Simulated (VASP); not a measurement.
Wanted: the native input for a VASP 6.6.1 run.

```
Task                   : single point
Functional             : PBEsol
Potentials or basis    : VASP PAW PBE potentials, release 64 (La, Sb)
Cutoff                 : 520 eV
k mesh                 : 3 × 2 × 3
Occupations            : gaussian, width 0.1 eV
Spin                   : no spin polarisation
Dipole correction      : no
Further INCAR settings : ALGO = Normal; EDIFF = 1e-06; NBANDS = 42
```

The structure of LaSb lies in POSCAR:

```
LaSb
1.0
    6.4166350000     -0.9243130000     -0.2121770000
   -0.1333210000      7.1960780000      0.7895920000
    0.8854490000     -0.1145160000      6.1118470000
La Sb
4 4
Direct
    0.9235546155      0.2050132270      0.3763285049
    0.6979806876      0.6855971699      0.2368235671
    0.5767738028      0.3270294641      0.8439694722
    0.2047646583      0.6312914729      0.0254902739
    0.1062143293      0.0634872183      0.9264617125
    0.5443478899      0.8885257720      0.6607454769
    0.4139962398      0.1573419706      0.3541076076
    0.2579234728      0.5231855875      0.5419790898
```

These files were run (other wordings do the same):

INCAR

```
SYSTEM = LaSb
PREC = Accurate
ENCUT = 520
EDIFF = 1E-6
ISMEAR = 0
SIGMA = 0.1
LREAL = .FALSE.
LASPH = .TRUE.
NELM = 60
ALGO = Normal
ISIF = 2
LWAVE = .FALSE.
LCHARG = .FALSE.
GGA = PS
NBANDS = 42
```

KPOINTS

```
regular mesh
0
G
  3 2 3
  0 0 0
```

Potentials or basis: VASP PAW PBE potentials, release 64 (La, Sb).

Run with:

```bash
$ cat potpaw_PBE.64/La/POTCAR potpaw_PBE.64/Sb/POTCAR > POTCAR
$ mpirun -np 1 vasp_std > vasp.out
```

It gave:

```
Pressure      : -1.8 GPa
Largest force : 1.134 eV/Å
```

Caveat: the k points lie up to 0.44 Å⁻¹ apart; the PAW data sets were made with another functional, which shifts forces and pressure a little.

It took 3 min on 1 thread of AMD EPYC 7R13 Processor (Zen 3), with other jobs on the host, peak memory 0.36 GiB.
